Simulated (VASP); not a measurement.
# Al3As3H in VASP: notebook

Runs on Al3As3H. Level: PBEsol. Tasks: single point.

Program: VASP 6.6.1. These are calculated values, not measurements. Logs are shortened: lines on timing, memory, paths and dates and some standing lists are left out, and cuts for length are marked.

### 1 The cell of the first run

The cell holds a slab with vacuum, 7 atoms: a = 4.013 Å, b = 4.013 Å, c = 26.093 Å, α = 90.00°, β = 90.00°, γ = 90.00°.

### 2 Single point, PBEsol, collinear spin, ferromagnetic start

The input, INCAR:

```
SYSTEM = Al3As3H
PREC = Accurate ; ENCUT = 400
EDIFF = 1E-6 ; ISMEAR = 0
SIGMA = 0.05 ; LREAL = .False.
LASPH = .True. ; NELM = 200
ALGO = Normal ; ISIF = 2
LWAVE = .False. ; LCHARG = .False.
ISPIN = 2 ; MAGMOM = 0 0 0 0 0 0 1
LORBIT = 11 ; LDIPOL = .True.
IDIPOL = 3 ; DIPOL = 0.5 0.5 0.478
GGA = PS ; NBANDS = 26
GGA_COMPAT = .False. ; NELMDL = -8
```

The input, KPOINTS:

```
regular mesh
0
Gamma
  7 7 1
  0 0 0
```

The input, POSCAR:

```
Al3As3H
1.0
    4.0125456562      0.0000000000      0.0000000000
    0.0000000000      4.0125456562      0.0000000000
    0.0000000000      0.0000000000     26.0932456083
As Al H
3 3 1
Direct
    0.0000000000      0.5000000000      0.3257547999
    0.5000000000      0.0000000000      0.4344916847
    0.0000000000      0.5000000000      0.5514126967
    0.5000000000      0.5000000000      0.3801232422
    0.0000000000      0.0000000000      0.4850540567
    0.5000000000      0.5000000000      0.6148046003
    0.0000000000      1.0000000000      0.5555469571
```

Potentials or basis: VASP PAW PBE potentials, release 64 (As, Al, H).

Started as:

```bash
cat potpaw_PBE.64/As/POTCAR potpaw_PBE.64/Al/POTCAR potpaw_PBE.64/H/POTCAR > POTCAR
mpirun -np 1 vasp_std > vasp.out
```

OUTCAR:

```text
SYSTEM = Al3As3H
   PREC = Accurate
   ENCUT = 400
   EDIFF = 1E-6
   ISMEAR = 0
   LREAL = .False.
   LASPH = .True.
   NELM = 200
   ISIF = 2
   ISPIN = 2
   LORBIT = 11
   GGA = PS
   NELMDL = -8

 ion  position               nearest neighbor table
   1  0.000  0.500  0.326-   4 2.46   4 2.46
   2  0.500  0.000  0.434-   5 2.40   5 2.40   4 2.46   4 2.46
   3  0.000  0.500  0.551-   6 2.60   6 2.60   5 2.65   5 2.65
   4  0.500  0.500  0.380-   1 2.46   1 2.46   2 2.46   2 2.46
   5  0.000  0.000  0.485-   7 1.84   2 2.40   2 2.40   3 2.65   3 2.65
   6  0.500  0.500  0.615-   3 2.60   3 2.60
   7  0.000  0.000  0.556-   5 1.84

  LATTYP: Found a simple tetragonal cell.
 ALAT       =     4.0125456562
 C/A-ratio  =     6.5029155663

  Lattice vectors:

 A1 = (   4.0125456562,   0.0000000000,   0.0000000000)
 A2 = (   0.0000000000,   4.0125456562,   0.0000000000)
 A3 = (   0.0000000000,   0.0000000000,  26.0932456083)

Analysis of symmetry for initial positions (statically):
=====================================================================
 Subroutine PRICEL returns:
 Original cell was already a primitive cell.

 Routine SETGRP: Setting up the symmetry group for a
 simple tetragonal supercell.

 Subroutine GETGRP returns: Found  4 space group operations
 (whereof  4 operations were pure point group operations)
 out of a pool of 16 trial point group operations.

The static configuration has the point symmetry C_2v.

Analysis of symmetry for dynamics (positions and initial velocities):
=====================================================================
 Subroutine PRICEL returns:
 Original cell was already a primitive cell.

 Routine SETGRP: Setting up the symmetry group for a
 simple tetragonal supercell.

 Subroutine GETGRP returns: Found  4 space group operations
 (whereof  4 operations were pure point group operations)
 out of a pool of 16 trial point group operations.

The dynamic configuration has the point symmetry C_2v.

Analysis of structural, dynamic, and magnetic symmetry:
=====================================================================
 Subroutine PRICEL returns:
 Original cell was already a primitive cell.

 Routine SETGRP: Setting up the symmetry group for a
 simple tetragonal supercell.

 Subroutine GETGRP returns: Found  4 space group operations
 (whereof  4 operations were pure point group operations)
 out of a pool of 16 trial point group operations.

The overall configuration has the point symmetry C_2v.

 Subroutine INISYM returns: Found  4 space group operations
 (whereof  4 operations are pure point group operations),
 and found     1 'primitive' translations

----------------------------------------------------------------------------------------

                                     Primitive cell

  volume of cell :     420.1149

  direct lattice vectors                    reciprocal lattice vectors
     4.012545656  0.000000000  0.000000000     0.249218348  0.000000000  0.000000000
     0.000000000  4.012545656  0.000000000     0.000000000  0.249218348  0.000000000
     0.000000000  0.000000000 26.093245608     0.000000000  0.000000000  0.038324094

  length of vectors
     4.012545656  4.012545656 26.093245608     0.249218348  0.249218348  0.038324094

  position of ions in fractional coordinates (direct lattice)
     0.000000000  0.500000000  0.325754800
     0.500000000  0.000000000  0.434491685
     0.000000000  0.500000000  0.551412697
     0.500000000  0.500000000  0.380123242
     0.000000000  0.000000000  0.485054057
     0.500000000  0.500000000  0.614804600
     0.000000000  0.000000000  0.555546957

  ion indices of the primitive-cell ions
   primitive index   ion index
                 1           1
                 2           2
                 3           3
                 4           4
                 5           5
                 6           6
                 7           7

----------------------------------------------------------------------------------------

 KPOINTS: regular mesh

Automatic generation of k-mesh.
 Grid dimensions read from file:
 generate k-points for:    7    7    1

 Generating k-lattice:

  Cartesian coordinates                     Fractional coordinates (reciprocal lattice)
     0.035602621  0.000000000  0.000000000     0.142857143  0.000000000  0.000000000
     0.000000000  0.035602621  0.000000000     0.000000000  0.142857143  0.000000000
     0.000000000  0.000000000  0.038324094     0.000000000  0.000000000  1.000000000

  Length of vectors
     0.035602621  0.035602621  0.038324094

  Shift w.r.t. Gamma in fractional coordinates (k-lattice)
     0.000000000  0.000000000  0.000000000

 Subroutine IBZKPT returns following result:
 ===========================================

 Found     16 irreducible k-points:

 Following reciprocal coordinates:
            Coordinates               Weight
  0.000000  0.000000  0.000000      1.000000
  0.142857  0.000000  0.000000      2.000000
  0.000000  0.142857  0.000000      2.000000
  0.285714  0.000000  0.000000      2.000000
  0.000000  0.285714  0.000000      2.000000
  0.428571  0.000000  0.000000      2.000000
[... 8 lines left out ...]
 -0.285714  0.428571  0.000000      4.000000
  0.428571  0.428571  0.000000      4.000000
   k-points           NKPTS =     16   k-points in BZ     NKDIM =     16   number of bands    NBANDS=     26
   number of dos      NEDOS =    301   number of ions     NIONS =      7
   total plane-waves  NPLWV = 141120
   dimension x,y,z NGX =    28 NGY =   28 NGZ =  180
   dimension x,y,z NGXF=    56 NGYF=   56 NGZF=  360
   ions per type =               3   3   1
   NGX,Y,Z   is equivalent  to a cutoff of  11.60, 11.60, 11.47 a.u.
   NGXF,Y,Z  is equivalent  to a cutoff of  23.20, 23.20, 22.94 a.u.
 SYSTEM =  Al3As3H
   PREC   = accura    normal or accurate (medium, high low for compatibility)
   ISTART =      0    job   : 0-new  1-cont  2-samecut
   ICHARG =      2    charge: 1-file 2-atom 10-const
   ISPIN  =      2    spin polarized calculation?
   LNONCOLLINEAR =      F non collinear calculations
   LSORBIT =      F    spin-orbit coupling
   LASPH  =      T    aspherical Exc in radial PAW
   ENCUT  =  400.0 eV  29.40 Ry    5.42 a.u.   6.54  6.54 42.55*2*pi/ulx,y,z
   NELM   =    200;   NELMIN=  2; NELMDL= -8     # of ELM steps
   EDIFF  = 0.1E-05   stopping-criterion for ELM
   LREAL  =      F    real-space projection
   EDIFFG = 0.1E-04   stopping-criterion for IOM
   NSW    =      0    number of steps for IOM
   IBRION =     -1    ionic relax: 0-MD 1-quasi-New 2-CG
   NFREE  =      0    steps in history (QN), initial steepest desc. (CG)
   ISIF   =      2    stress and relaxation
   ISYM   =      2    0-nonsym 1-usesym 2-fastsym
   POTIM  = 0.5000    time-step for ionic-motion
   TEBEG  =    0.0;   TEEND  =   0.0 temperature during run
   PSTRESS=    0.0 pullay stress
   NELECT =      25.0000    total number of electrons
   NUPDOWN=      -1.0000    fix difference up-down
   EMIN   =  10.00;   EMAX   =-10.00  energy-range for DOS
   EFERMI =   0.00;   METHOD = LEGACY
   ISMEAR =     0;   SIGMA  =   0.05  broadening in eV -4-tet -1-fermi 0-gaus
   EFERMI_NEDOS =   21; number of points for ismear=-14 and -15
   IALGO  =     38    algorithm
   IMIX   =      4    mixing-type and parameters
     AMIX     =   0.40;   BMIX     =  1.00
     AMIX_MAG =   1.60;   BMIX_MAG =  1.00
  volume/ion in A,a.u.               =      60.02       405.01
  Fermi-wavevector in a.u.,A,eV,Ry     =   0.639144  1.207807  5.558051  0.408505
  Thomas-Fermi vector in A             =   1.704721
   LORBIT       =     11    0 simple, 1 ext, 2 COOP (PROOUT), +10 PAW based schemes
   GGA     = PS    functional components
   LHFCALC =     F    Hartree Fock is set to
   AEXX    =    0.0000 exact exchange contribution
   IVDW    =     0    specifies the selected vdW correction
   LEPSILON=     F    determine dielectric tensor
   LRPA    =     F    only Hartree local field effects (RPA)
 spin polarized calculation
 Gauss-broadening in eV      SIGMA  =   0.05
  energy-cutoff  :      400.00
  volume of cell :      420.11
 maximum number of plane-waves:      7701
 NGX is ok and might be reduce to    28
   NGX = 13   NGY = 13   NGZ = 85

 number of electron      25.0000005 magnetization       0.3508915

 dipolmoment           0.000000      0.000000     -0.102311 electrons x Angstroem

 Free energy of the ion-electron system (eV)
  ---------------------------------------------------
  ext. energy  EPLUGINS =         0.00000000
  ---------------------------------------------------
  free energy    TOTEN  =       -28.27594946 eV

  energy without entropy =      -28.27051377  energy(sigma->0) =      -28.27323162

 E-fermi :  -2.2563     XC(G=0):  -3.8216

 val. band max:       -2.2871647487   @ k =  -0.2857   0.4286   0.0000
 cond. band min:      -2.2527458122   @ k =   0.0000   0.0000   0.0000
 fundamental gap:      0.0344189364
 Fermi energy:        -2.2562843402

 spin component 1

 k-point     1 :       0.0000    0.0000    0.0000
  band No.  band energies     occupation
      1     -14.6582      1.00000
      2     -13.7436      1.00000
      3     -12.0510      1.00000
      4      -7.8995      1.00000
      5      -5.9857      1.00000
      6      -4.8520      1.00000
[... 16 lines left out ...]
     23       3.2512      0.00000
     24       3.2939      0.00000

 k-point     2 :       0.1429    0.0000    0.0000
  band No.  band energies     occupation
      1     -14.5637      1.00000
      2     -13.6574      1.00000
      3     -11.9690      1.00000
      4      -7.8787      1.00000
      5      -6.2198      1.00000
      6      -5.2882      1.00000
[... 370 lines left out ...]
 k-point    16 :       0.4286    0.4286    0.0000
  band No.  band energies     occupation
      1     -13.0109      1.00000
      2     -12.7437      1.00000
      3     -11.3536      1.00000
      4      -9.9824      1.00000
      5      -7.3391      1.00000
      6      -6.9697      1.00000
[... 16 lines left out ...]
     23       3.9149      0.00000
     24       4.4380      0.00000
 Fermi energy:        -2.2562843402

 spin component 2

 k-point     1 :       0.0000    0.0000    0.0000
  band No.  band energies     occupation
      1     -14.6391      1.00000
      2     -13.7196      1.00000
      3     -11.9347      1.00000
      4      -7.8590      1.00000
      5      -5.9375      1.00000
      6      -4.8301      1.00000
[... 16 lines left out ...]
     23       3.3064      0.00000
     24       3.3152      0.00000

 k-point     2 :       0.1429    0.0000    0.0000
  band No.  band energies     occupation
      1     -14.5448      1.00000
      2     -13.6343      1.00000
      3     -11.8497      1.00000
      4      -7.8397      1.00000
      5      -6.1743      1.00000
      6      -5.2700      1.00000
[... 370 lines left out ...]
 k-point    16 :       0.4286    0.4286    0.0000
  band No.  band energies     occupation
      1     -12.9917      1.00000
      2     -12.7269      1.00000
      3     -11.2222      1.00000
      4      -9.9712      1.00000
      5      -7.3195      1.00000
      6      -6.9525      1.00000
[... 16 lines left out ...]
     23       3.9468      0.00000
     24       4.4795      0.00000
 [bands above 24 left out]

------------------------ aborting loop because EDIFF is reached ----------------------------------------

 vacuum level on the upper side and lower side of the slab       (xc-potential included)        -0.573         0.557

  FORCE on cell =-STRESS in cart. coord.  units (eV):
  Direction    XX          YY          ZZ          XY          YZ          ZX
  --------------------------------------------------------------------------------------
  -------------------------------------------------------------------------------------
  Total       -0.0001247     -4.9852066      0.4125980      0.0000000      0.0000000      0.0000000
  in kB       -0.0004755    -19.0119062      1.5735106      0.0000000      0.0000000      0.0000000
  external PRESSURE =      -5.8129570 kB  Pullay stress =       0.0000000 kB

 VOLUME and BASIS-vectors are now :
 -----------------------------------------------------------------------------
  energy-cutoff  :      400.00
  volume of cell :      420.11
      direct lattice vectors                 reciprocal lattice vectors
     4.012545656  0.000000000  0.000000000     0.249218348  0.000000000  0.000000000
     0.000000000  4.012545656  0.000000000     0.000000000  0.249218348  0.000000000
     0.000000000  0.000000000 26.093245608     0.000000000  0.000000000  0.038324094

 POSITION                                       TOTAL-FORCE (eV/Angst)
 -----------------------------------------------------------------------------------
      0.00000      2.00627      8.50000         0.000000      0.000000      0.156452
      2.00627      0.00000     11.33730         0.000000      0.000000      0.392579
      0.00000      2.00627     14.38815         0.000000      0.000000     -0.003739
      2.00627      2.00627      9.91865         0.000000      0.000000     -0.587651
      0.00000      0.00000     12.65663         0.000000      0.000000      0.030529
      2.00627      2.00627     16.04225         0.000000      0.000000      0.011890
      0.00000      0.00000     14.49602         0.000000      0.000000     -0.000061
 -----------------------------------------------------------------------------------
    total drift:                                0.000000     -0.000000     -0.000198

  FREE ENERGIE OF THE ION-ELECTRON SYSTEM (eV)
  ---------------------------------------------------
  free  energy   TOTEN  =       -28.2759494604 eV

  energy  without entropy=      -28.2705137732  energy(sigma->0) =      -28.27323162

 vacuum level on the upper side and lower side of the slab         2.592         3.795

 total charge

# of ion       s       p       d       tot
------------------------------------------
    1        1.279   1.403   0.016   2.699
    2        1.214   1.658   0.030   2.902
    3        1.255   1.488   0.037   2.779
    4        0.412   0.368   0.000   0.781
    5        0.419   0.343   0.000   0.762
    6        0.527   0.212   0.000   0.739
    7        0.464   0.015   0.000   0.479
--------------------------------------------------
tot          5.570   5.487   0.083  11.140

 magnetization (x)

# of ion       s       p       d       tot
------------------------------------------
    1        0.003   0.079   0.000   0.082
    2        0.001   0.011   0.000   0.012
    3       -0.000   0.011   0.001   0.012
    4       -0.001  -0.000   0.000  -0.001
    5        0.001   0.003   0.000   0.003
    6        0.000   0.012   0.000   0.012
    7       -0.000   0.000   0.000  -0.000
--------------------------------------------------
tot          0.003   0.116   0.001   0.120
```

Wall time 8.5 min (1 thread of Intel Xeon Platinum 8488C (Sapphire Rapids), shared host); peak memory 0.58 GiB.

What came out:

```
Free energy                                           : -28.2759 eV
Largest force                                         : 0.588 eV/Å
Net moment                                            : 0.35 μB per cell
Site moments                                          : As +0.08, +0.01; Al -0.00, +0.00, +0.01; H -0.00 μB
Valence electrons inside the program's atomic spheres : As 2.70, 2.90, 2.78; Al 0.78, 0.76, 0.74; H 0.48
```

Forces in eV/Å, atoms in the order of the input:
```
As   0.000  0.000  0.156
As   0.000  0.000  0.393
As   0.000  0.000 -0.004
Al   0.000  0.000 -0.588
Al   0.000  0.000  0.031
Al   0.000  0.000  0.012
H    0.000  0.000  0.000
```

Caveat: the PAW data sets were made with another functional, which shifts forces and pressure a little.

### 3 Single point, PBEsol, collinear spin, ferromagnetic start

The input, INCAR:

```
PREC = Accurate ; ENCUT = 400
EDIFF = 1E-6 ; ISMEAR = 0
SIGMA = 0.05 ; LREAL = F
LASPH = T ; NELM = 200
ALGO = Normal ; ISIF = 2
LWAVE = F ; LCHARG = F
ISPIN = 2 ; MAGMOM = 0 0 0 0 0 0 1
LORBIT = 11 ; LDIPOL = T
IDIPOL = 3 ; DIPOL = 0.5 0.5 0.483
GGA = PS ; NBANDS = 26
GGA_COMPAT = F ; NELMDL = -8
```

The input, KPOINTS:

```
regular mesh
0
Gamma
  7 7 1
```

The input, POSCAR:

```
Al3As3H
1.0
    4.0125456562      0.0000000000      0.0000000000
    0.0000000000      4.0125456562      0.0000000000
    0.0000000000      0.0000000000     26.0932456083
As Al H
3 3 1
Direct
    0.0000000000      0.5000000000      0.3257547999
    0.5000000000      0.0000000000      0.4344916847
    0.0000000000      0.5000000000      0.5429554016
    0.5000000000      0.5000000000      0.3801232422
    0.0000000000      0.0000000000      0.4872878555
    0.5000000000      0.5000000000      0.5944906416
    0.5000000000      1.0000000000      0.6159373034
```

Potentials or basis: VASP PAW PBE potentials, release 64 (As, Al, H).

Started as:

```bash
cat potpaw_PBE.64/As/POTCAR potpaw_PBE.64/Al/POTCAR potpaw_PBE.64/H/POTCAR > POTCAR
mpirun -np 1 vasp_std > vasp.out
```

It took 6 min on 1 thread of Intel Xeon Platinum 8488C (Sapphire Rapids), shared host; peak memory 0.58 GiB.

The run converged. Its results:

* Free energy: -30.0277 eV
* Largest force: 0.423 eV/Å
* Net moment: 0.29 μB per cell
* Site moments: As +0.03, -0.00, +0.01; Al -0.00, +0.00, +0.05; H -0.01 μB
* Valence electrons inside the program's atomic spheres: As 2.70, 2.89, 2.90; Al 0.78, 0.77, 0.73; H 0.47

Forces in eV/Å, atoms in the order of the input:
```
As   0.000  0.000  0.122
As   0.000  0.000  0.264
As   0.000  0.000 -0.007
Al   0.000  0.000 -0.423
Al   0.000  0.000  0.001
Al   0.000  0.000  0.042
H    0.000  0.000  0.001
```

Levels at points of the mesh, in eV from the Fermi level:
Spin up:
```tsv
k point	band 8	band 9	band 10	band 11	band 12	band 13	band 14	band 15	band 16	band 17
(0.00, 0.00, 0.00)	-1.99	-1.39	-1.13	-0.13	-0.11	1.10	1.12	2.05	2.51	3.00
```
Spin down:
| k point | band 10 | band 11 | band 12 | band 13 | band 14 | band 15 |
| --- | --- | --- | --- | --- | --- | --- |
| (0.00, 0.00, 0.00) | -1.12 | -0.12 | -0.09 | 1.21 | 1.24 | 2.07 |

Caveat: the PAW data sets were made with another functional, which shifts forces and pressure a little.
